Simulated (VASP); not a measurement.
# SrTiO3 (Pm-3m) in VASP: notebook

SrTiO3 is run at these levels: r2SCAN, PBEsol; tasks: single point.

All numbers are computed with VASP 6.6.1; they aren't measurements. Logs are shortened: lines on timing, memory, paths and dates and some standing lists are left out, and cuts for length are marked.

**1. The cell of the first run**

Symmetry: Pm-3m, No. 221, cubic system. The conventional cell has a = 3.891 Å, b = 3.891 Å, c = 3.891 Å, α = 90.00°, β = 90.00°, γ = 90.00°. Sr (site symmetry m-3m) has 12 O at 2.75 Å and 8 Ti at 3.37 Å within 3.6 Å. Within 2.6 Å of Ti (site symmetry m-3m) lie 6 O at 1.95 Å. O (site symmetry 4/mmm) has 2 Ti at 1.95 Å within 2.6 Å.

**2. Single point, r2SCAN**

POSCAR

```
SrTiO3
1.0
    3.8911204492      0.0000000000      0.0000000000
    0.0000000000      3.8911204492      0.0000000000
    0.0000000000      0.0000000000      3.8911204492
Sr Ti O
1 1 3
Direct
    0.5000000000      0.5000000000      0.5000000000
    0.0000000000      0.0000000000      0.0000000000
    0.5000000000      0.0000000000      0.0000000000
    0.0000000000      0.5000000000      0.0000000000
    0.0000000000      0.0000000000      0.5000000000
```

INCAR.step1

```
SYSTEM = SrTiO3
PREC = Accurate
ENCUT = 520
ISMEAR = 0
SIGMA = 0.02
LREAL = .FALSE.
LASPH = .TRUE.
NELM = 80
NBANDS = 28
GGA = PE
ALGO = Normal
EDIFF = 1E-4
LWAVE = .TRUE.
LCHARG = .FALSE.
```

INCAR.step2

```
SYSTEM = SrTiO3
PREC = Accurate
ENCUT = 520
EDIFF = 1E-6
ISMEAR = 0
SIGMA = 0.02
LREAL = .FALSE.
LASPH = .TRUE.
NELM = 80
ALGO = Normal
ISIF = 2
LWAVE = .FALSE.
LCHARG = .TRUE.
METAGGA = R2SCAN
LMIXTAU = .TRUE.
LELF = .TRUE.
LVHAR = .TRUE.
NBANDS = 28
ISTART = 1
```

KPOINTS

```
regular mesh
0
G
  8 8 8
  0 0 0
```

Potentials or basis: VASP PAW PBE potentials, release 64 (Sr_sv, Ti_sv, O).

Launch:

```sh
cat potpaw_PBE.64/Sr_sv/POTCAR potpaw_PBE.64/Ti_sv/POTCAR potpaw_PBE.64/O/POTCAR > POTCAR
cp INCAR.step1 INCAR
mpirun -np 1 vasp_std > vasp.out
cp INCAR.step2 INCAR
mpirun -np 1 vasp_std > vasp.out
```

OUTCAR:

```text
SYSTEM = SrTiO3
   PREC = Accurate
   ENCUT = 520
   EDIFF = 1E-6
   ISMEAR = 0
   LREAL = .FALSE.
   LASPH = .TRUE.
   NELM = 80
   ISIF = 2
   METAGGA = R2SCAN
   ISTART = 1

 ion  position               nearest neighbor table
   1  0.500  0.500  0.500-   3 2.75   4 2.75   5 2.75   3 2.75   4 2.75   3 2.75   5 2.75   3 2.75
                             4 2.75   5 2.75   4 2.75   5 2.75   2 3.37   2 3.37   2 3.37   2 3.37
   2  0.000  0.000  0.000-   3 1.95   4 1.95   5 1.95   5 1.95   4 1.95   3 1.95   1 3.37   1 3.37
                             1 3.37   1 3.37   1 3.37   1 3.37   1 3.37   1 3.37
   3  0.500  0.000  0.000-   2 1.95   2 1.95   1 2.75   1 2.75   1 2.75   1 2.75
   4  0.000  0.500  0.000-   2 1.95   2 1.95   1 2.75   1 2.75   1 2.75   1 2.75
   5  0.000  0.000  0.500-   2 1.95   2 1.95   1 2.75   1 2.75   1 2.75   1 2.75

  LATTYP: Found a simple cubic cell.
 ALAT       =     3.8911204492

  Lattice vectors:

 A1 = (   3.8911204492,   0.0000000000,   0.0000000000)
 A2 = (   0.0000000000,   3.8911204492,   0.0000000000)
 A3 = (   0.0000000000,   0.0000000000,   3.8911204492)

Analysis of symmetry for initial positions (statically):
=====================================================================
 Subroutine PRICEL returns:
 Original cell was already a primitive cell.

 Routine SETGRP: Setting up the symmetry group for a
 simple cubic supercell.

 Subroutine GETGRP returns: Found 48 space group operations
 (whereof 48 operations were pure point group operations)
 out of a pool of 48 trial point group operations.

The static configuration has the point symmetry O_h .

Analysis of symmetry for dynamics (positions and initial velocities):
=====================================================================
 Subroutine PRICEL returns:
 Original cell was already a primitive cell.

 Routine SETGRP: Setting up the symmetry group for a
 simple cubic supercell.

 Subroutine GETGRP returns: Found 48 space group operations
 (whereof 48 operations were pure point group operations)
 out of a pool of 48 trial point group operations.

The dynamic configuration has the point symmetry O_h .

 Subroutine INISYM returns: Found 48 space group operations
 (whereof 48 operations are pure point group operations),
 and found     1 'primitive' translations

----------------------------------------------------------------------------------------

                                     Primitive cell

[... 98 lines left out ...]
   EDIFFG = 0.1E-04   stopping-criterion for IOM
   NSW    =      0    number of steps for IOM
   IBRION =     -1    ionic relax: 0-MD 1-quasi-New 2-CG
   NFREE  =      0    steps in history (QN), initial steepest desc. (CG)
   ISIF   =      2    stress and relaxation
   ISYM   =      2    0-nonsym 1-usesym 2-fastsym
   POTIM  = 0.5000    time-step for ionic-motion
   TEBEG  =    0.0;   TEEND  =   0.0 temperature during run
   PSTRESS=    0.0 pullay stress
   NELECT =      40.0000    total number of electrons
   NUPDOWN=      -1.0000    fix difference up-down
   EMIN   =  10.00;   EMAX   =-10.00  energy-range for DOS
   EFERMI =   0.00;   METHOD = LEGACY
   ISMEAR =     0;   SIGMA  =   0.02  broadening in eV -4-tet -1-fermi 0-gaus
   EFERMI_NEDOS =   21; number of points for ismear=-14 and -15
   IALGO  =     38    algorithm
   IMIX   =      4    mixing-type and parameters
     AMIX     =   0.40;   BMIX     =  1.00
     AMIX_MAG =   1.60;   BMIX_MAG =  1.00
  volume/ion in A,a.u.               =      11.78        79.52
  Fermi-wavevector in a.u.,A,eV,Ry     =   1.438865  2.719061 28.168597  2.070333
  Thomas-Fermi vector in A             =   2.557785
   LORBIT       =      0    0 simple, 1 ext, 2 COOP (PROOUT), +10 PAW based schemes
   METAGGA = R2SCAN    functional components
   LHFCALC =     F    Hartree Fock is set to
   AEXX    =    0.0000 exact exchange contribution
   IVDW    =     0    specifies the selected vdW correction
   LEPSILON=     F    determine dielectric tensor
   LRPA    =     F    only Hartree local field effects (RPA)
 non-spin polarized calculation
 Gauss-broadening in eV      SIGMA  =   0.02
  energy-cutoff  :      520.00
  volume of cell :       58.91
 maximum number of plane-waves:      1622
 NGX is ok and might be reduce to    30
   NGX = 15   NGY = 15   NGZ = 15

 number of electron      40.0000013 magnetization

 Free energy of the ion-electron system (eV)
  ---------------------------------------------------
  ext. energy  EPLUGINS =         0.00000000
  ---------------------------------------------------
  free energy    TOTEN  =       -63.31911451 eV

  energy without entropy =      -63.31911451  energy(sigma->0) =      -63.31911451

 E-fermi :   4.1243     XC(G=0): -11.9959

 val. band max:        3.9368287811   @ k =   0.5000   0.5000   0.5000
 cond. band min:       6.2371233420   @ k =   0.0000   0.0000   0.0000
 fundamental gap:      2.3002945609
 Fermi energy:         4.1242862617

 k-point     1 :       0.0000    0.0000    0.0000
  band No.  band energies     occupation
      1     -54.6862      2.00000
      2     -29.9007      2.00000
      3     -29.8910      2.00000
      4     -29.8910      2.00000
      5     -29.8910      2.00000
      6     -14.5204      2.00000
[... 733 lines left out ...]
     27      12.8579      0.00000
     28      13.4451      0.00000

 [... further k-points ...]

------------------------ aborting loop because EDIFF is reached ----------------------------------------

  FORCE on cell =-STRESS in cart. coord.  units (eV):
  Direction    XX          YY          ZZ          XY          YZ          ZX
  --------------------------------------------------------------------------------------
  -------------------------------------------------------------------------------------
  Total        1.2208354      1.2208354      1.2208354      0.0000000      0.0000000     -0.0000000
  in kB       33.2004270     33.2004270     33.2004270      0.0000000      0.0000000     -0.0000000
  external PRESSURE =      33.2004270 kB  Pullay stress =       0.0000000 kB

 VOLUME and BASIS-vectors are now :
 -----------------------------------------------------------------------------
  energy-cutoff  :      520.00
  volume of cell :       58.91
      direct lattice vectors                 reciprocal lattice vectors
     3.891120449  0.000000000  0.000000000     0.256995386  0.000000000  0.000000000
     0.000000000  3.891120449  0.000000000     0.000000000  0.256995386  0.000000000
     0.000000000  0.000000000  3.891120449     0.000000000  0.000000000  0.256995386

 POSITION                                       TOTAL-FORCE (eV/Angst)
 -----------------------------------------------------------------------------------
      1.94556      1.94556      1.94556         0.000000      0.000000      0.000000
      0.00000      0.00000      0.00000         0.000000      0.000000      0.000000
      1.94556      0.00000      0.00000         0.000000      0.000000      0.000000
      0.00000      1.94556      0.00000         0.000000      0.000000      0.000000
      0.00000      0.00000      1.94556         0.000000      0.000000      0.000000
 -----------------------------------------------------------------------------------
    total drift:                                0.000000     -0.000000      0.000000

  FREE ENERGIE OF THE ION-ELECTRON SYSTEM (eV)
  ---------------------------------------------------
  free  energy   TOTEN  =       -63.3191145091 eV

  energy  without entropy=      -63.3191145091  energy(sigma->0) =      -63.31911451
```

OUTCAR.step1:

```text
SYSTEM = SrTiO3
   PREC = Accurate
   ENCUT = 520
   ISMEAR = 0
   LREAL = .FALSE.
   LASPH = .TRUE.
[... 979 lines left out ...]
      1.94556      0.00000      0.00000         0.000000      0.000000      0.000000
      0.00000      1.94556      0.00000         0.000000      0.000000      0.000000
      0.00000      0.00000      1.94556         0.000000      0.000000      0.000000
 -----------------------------------------------------------------------------------
    total drift:                                0.000000     -0.000000      0.000000

  FREE ENERGIE OF THE ION-ELECTRON SYSTEM (eV)
  ---------------------------------------------------
  free  energy   TOTEN  =       -40.0521585533 eV

  energy  without entropy=      -40.0521585533  energy(sigma->0) =      -40.05215855
```

It took 1.9 min on 1 thread of Intel Xeon 6975P-C (Granite Rapids), shared host; peak memory 0.2 GiB.

What came out:

```
Free energy            : -63.3191 eV
Pressure               : 3.3 GPa
Band gap on the k mesh : 2.30 eV (least direct gap 2.68 eV)
```

Levels at points of the mesh, in eV from the valence-band top:
```tsv
k point	band 17	band 18	band 19	band 20	band 21	band 22	band 23	band 24
(0.00, 0.00, 0.00)	-1.23	-0.38	-0.38	-0.38	2.30	2.30	2.30	4.68
(0.50, 0.00, 0.00)	-2.39	-2.04	-0.77	-0.77	2.47	4.24	4.24	4.70
(0.50, 0.50, 0.00)	-1.78	-1.62	-1.62	-0.09	4.25	4.25	4.74	5.75
(0.50, 0.50, 0.50)	-3.83	0.00	0.00	0.00	4.96	4.96	4.96	7.68
```

Caveat: the cell stands under pressure; the PAW data sets were made with another functional, which shifts forces and pressure a little. A k mesh can miss the band edges.

**3. Single point, PBEsol, non-collinear spin, zero start, spin-orbit coupling**

INCAR

```
PREC = Accurate
ENCUT = 520
EDIFF = 1E-7
ISMEAR = 0
SIGMA = 0.02
LREAL = F
LASPH = T
NELM = 150
ALGO = Normal
ISIF = 2
LWAVE = F
LCHARG = F
LNONCOLLINEAR = T
MAGMOM = 0 0 0 0 0 0 0 0 0 0 0 0 0 0 0
LORBIT = 11
LSORBIT = T
GGA_COMPAT = F
LORBMOM = T
LMAXMIX = 4
GGA = PS
NBANDS = 55
```

KPOINTS

```
regular mesh
0
Gamma
  8 8 8
```

POSCAR is that of step 2.

Potentials or basis: VASP PAW PBE potentials, release 64 (Sr_sv, Ti_sv, O).

Launch:

```sh
cat potpaw_PBE.64/Sr_sv/POTCAR potpaw_PBE.64/Ti_sv/POTCAR potpaw_PBE.64/O/POTCAR > POTCAR
mpirun -np 1 vasp_ncl > vasp.out
```

It took 4.1 min on 1 thread of Intel Xeon 6975P-C (Granite Rapids), shared host; peak memory 0.37 GiB.

Results (log left out):

- Free energy: -42.1084 eV
- Pressure: 0.7 GPa
- Net moment: 0.00 μB per cell
- Valence electrons inside the program's atomic spheres: Sr 7.99; Ti 10.36; O 5.04

Moments on the atoms (μB; x, y, z):
```
Sr  0.00 0.00 0.00
Ti  0.00 0.00 0.00
O   0.00 0.00 0.00
O   0.00 0.00 0.00
O   0.00 0.00 0.00
```

Caveat: the PAW data sets were made with another functional, which shifts forces and pressure a little.
